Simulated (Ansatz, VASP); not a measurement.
# NbAs: VASP beside Ansatz

The input POSCAR:

```
NbAs
1.0
    0.0000000000      2.6293547051      2.6293547051
    2.6293547051      0.0000000000      2.6293547051
    2.6293547051      2.6293547051      0.0000000000
Nb As
1 1
Direct
    0.5152128581      0.5152128581      0.4847871419
    0.0000000000      0.0000000000      0.0000000000
```

File INCAR.step1:

```
  PREC = Accurate
  ENCUT = 520
  ISMEAR = 0
  SIGMA = 0.05
  LREAL = F
  LASPH = T
  NELM = 100
  NBANDS = 16
  GGA = PE
  ALGO = Normal
  EDIFF = 1E-4
  LWAVE = T
  LCHARG = F
```

File INCAR.step2:

```
  PREC = Accurate
  ENCUT = 520
  EDIFF = 1E-6
  ISMEAR = 0
  SIGMA = 0.05
  LREAL = F
  LASPH = T
  NELM = 100
  ALGO = Normal
  ISIF = 2
  LWAVE = F
  LCHARG = F
  METAGGA = R2SCAN
  LMIXTAU = T
  NBANDS = 16
  ISTART = 1
```

File KPOINTS:

```
Automatic mesh
0
Gamma
  12 12 12
```

Input for Ansatz:

```yaml
crystal:
  lattice:
    - [0.0, 2.6293547051, 2.6293547051]
    - [2.6293547051, 0.0, 2.6293547051]
    - [2.6293547051, 2.6293547051, 0.0]
  atoms:
    - { symbol: Nb, position: [0.5152128581, 0.5152128581, 0.4847871419] }
    - { symbol: As, position: [0.0, 0.0, 0.0] }
basis:
  ecutwfc: 500
  ecutrho_ratio: 4
kpoints:
  mp_grid: { grid: [12, 12, 12] }
hamiltonian:
  xc: r2scan
scf:
  occupations: { method: gaussian, width: 0.05 }
output:
  forces: true
  stress: true
  eigenvalues: true
  write_density: true
  write_potential: true
  elf: true
  volumetric_format: npy
```

Alike in both runs: task single point; functional r2SCAN; k mesh 12 × 12 × 12; occupations gaussian, width 0.05 eV; no spin polarisation.

|  | VASP | Ansatz |
| --- | --- | --- |
| version | VASP 6.6.1 | Ansatz 0.2.0 |
| potentials or method | VASP PAW PBE potentials, release 64 (Nb_sv, As), cutoff 520 eV | scalar-relativistic, plane waves, PAW |
| valence electrons in the cell | 18 | 28 |

VASP gave:

```
gap on the k mesh at the Fermi level (eV)                     : none
pressure (GPa)                                                : 0.4
traceless stress, the component that is largest in VASP (GPa) : 1.17
rms of the force components (eV/Å)                            : 0.303
```

Problem. Which values does Ansatz return?

Solution. gap on the k mesh at the Fermi level (eV): none; pressure (GPa): 0.4; traceless stress, the component that is largest in VASP (GPa): 1.18; rms of the force components (eV/Å): 0.304.

VASP's potentials were made for PBE, not for r2SCAN. Atom by atom the forces differ by 0.002 eV/Å (rms over components). A gap of «none» marks a metal or a gap that the smearing closes. With one functional, cell and mesh, what is left measures potentials, basis and numerics. VASP's potentials hold 18 valence electrons a cell and Ansatz's 28, so a difference there can come from the potentials and not from the codes.
